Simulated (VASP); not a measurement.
A run of VASP 6.6.1 is set up as follows.

File INCAR:

```
SYSTEM = TiSi2
PREC     = Accurate       ! precision mode
ENCUT    = 400            ! plane-wave cutoff, eV
EDIFF    = 1E-6           ! SCF threshold, eV
ISMEAR   = -1             ! smearing method
SIGMA    = 0.1689         ! smearing width, eV
LREAL    = Auto         
LASPH    = .TRUE.         ! aspherical terms in the spheres
NELM     = 120            ! most SCF steps
ALGO     = Normal         ! electronic algorithm
ISIF     = 2              ! what is computed and relaxed
LWAVE    = .FALSE.        ! write WAVECAR
LCHARG   = .TRUE.         ! write CHGCAR
GGA      = PE             ! functional
LELF     = .TRUE.         ! ELF
LVHAR    = .TRUE.       
ISYM     = -1           
NBANDS   = 75             ! bands
GGA_COMPAT= .FALSE.
```

Contents of KPOINTS:

```
explicit points
1
Reciprocal
  0.25000000   0.25000000   0.25000000 1
```

Contents of POSCAR:

```
TiSi2
1.0
    6.6632510000      0.2460850000     -0.0945350000
    0.2460850000      6.4484990000     -0.0081680000
   -0.0945350000     -0.0081680000      6.7432540000
Ti Si
6 12
Direct
    0.4173732265      0.2156165517      0.8969648087
    0.5477509222      0.8211556022      0.7160094863
    0.2054031781      0.5298174043      0.6005928796
    0.8074052823      0.8457303038      0.4089553773
    0.0594462838      1.0030283651      0.7087718318
    0.1744413971      0.7023228713      0.0528580698
    0.4710246134      1.0083256915      0.2164918178
    0.5531241582      0.5472938172      0.3925308001
    0.1782234378      0.8839863890      0.3996645764
    0.8622230641      0.6490350762      0.7448827489
    0.0215293159      0.0777222924      0.1253877000
    0.2562391296      0.3782753721      0.2304070586
    0.3539907332      0.1567381476      0.5450046448
    0.7688112495      0.8401128445      1.0759982663
    0.5260989431      0.5357235590      0.0332875721
    0.7289652376      0.2322077539      0.7090939184
    0.0157047819      0.3694188683      0.9516300387
    0.7231343896      0.2702972023      0.2209555353
```

Potentials or basis: VASP PAW PBE potentials, release 64 (Ti_sv, Si).

Run with:

```console
$ cat potpaw_PBE.64/Ti_sv/POTCAR potpaw_PBE.64/Si/POTCAR > POTCAR
$ mpirun -np 1 vasp_std > vasp.out
```

What does it give for the pressure?

4.0 GPa.

Predict the largest force.

4.383 eV/Å.

Forces on the atoms (eV/Å):
```
Ti  -0.881 -0.005  0.971
Ti  -2.606  0.343  0.526
Ti  -0.293  0.273 -0.642
Ti   0.441  0.827  2.093
Ti  -0.362  0.508  2.633
Ti  -0.065  0.899 -0.321
Si  -0.641 -0.460  0.628
Si   0.131  1.092  1.329
Si   1.326 -0.587 -0.576
Si   2.049 -0.894  0.141
Si   0.886 -0.585  0.342
Si  -0.167 -1.440  0.804
Si   0.439 -0.257 -1.320
Si  -1.094 -1.327 -4.031
Si   0.842  1.291 -0.719
Si  -0.117 -0.351 -0.429
Si  -0.013  0.728 -1.720
Si   0.127 -0.056  0.290
```

Caveat: the atoms stand as in a frame of molecular dynamics.
